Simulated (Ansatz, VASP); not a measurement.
## SnSe in VASP and in Ansatz

```
Sn Se
1.0
     0.00000    3.06903    3.06903
     3.06903    0.00000    3.06903
     3.06903    3.06903    0.00000
Sn Se
1 1
Direct
  0.00000 0.00000 0.00000
  0.50000 0.50000 0.50000
```

Alike in both runs: task single point; functional LDA; k mesh 8 × 8 × 8; occupations fermi-dirac, width 0.05 eV; no spin polarisation.

|  | VASP | Ansatz |
| --- | --- | --- |
| version | VASP 6.6.1 | Ansatz 0.2.0 |
| potentials or method | VASP PAW LDA potentials, release 64 (Sn_d, Se) | Ansatz PAW |
| plane-wave cutoff (eV) | 520 | 420 |
| valence electrons in the cell | 20 | 30 |

VASP gave:

| Property | Result |
| --- | --- |
| gap on the k mesh at the Fermi level (eV) | 0.40 |
| least direct gap on the mesh (eV) | 0.40 |
| pressure (GPa) | -5.6 |

Q: Which values does Ansatz return?

A: gap on the k mesh at the Fermi level (eV): 0.38; least direct gap on the mesh (eV): 0.38; pressure (GPa): -5.7.

LDA's correlation is that of Perdew and Zunger in VASP and of Perdew and Wang (1992) in Ansatz. VASP's potentials hold 20 valence electrons a cell and Ansatz's 30, so a difference there can come from the potentials and not from the codes.
